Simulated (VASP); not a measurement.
A run of VASP 6.6.1:

File INCAR:

```
SYSTEM = C
ALGO = Normal
EDIFF = 1E-6
ENCUT = 520
GGA = CA
ISIF = 2
ISMEAR = -1
LASPH = .True.
LCHARG = .False.
LREAL = .False.
LWAVE = .False.
NBANDS = 11
NELM = 100
PREC = Accurate
SIGMA = 0.02
```

Contents of KPOINTS:

```
k-points
0
Gamma
  14 14 14
  0 0 0
```

File POSCAR:

```
C
1.0
    0.0000000000      1.7658614237      1.7658614237
    1.7658614237      0.0000000000      1.7658614237
    1.7658614237      1.7658614237      0.0000000000
C
2
Direct
   -0.1250000000     -0.1250000000     -0.1250000000
    0.1250000000      0.1250000000      0.1250000000
```

Potentials or basis: VASP PAW LDA potentials, release 64 (C).

Command:

```bash
$ cat potpaw_LDA.64/C/POTCAR > POTCAR
$ mpirun -np 1 vasp_std > vasp.out
```

Hardware: 1 thread of Intel(R) Xeon(R) Platinum 8488C (Sapphire Rapids), on a shared host.

Question: How long does it take, and how much memory?

Answer: Wall time 8.1 s on 1 thread of Intel(R) Xeon(R) Platinum 8488C (Sapphire Rapids), with other jobs on the host, peak memory 0.11 GiB. Counts: scf iterations 11, k points 104.
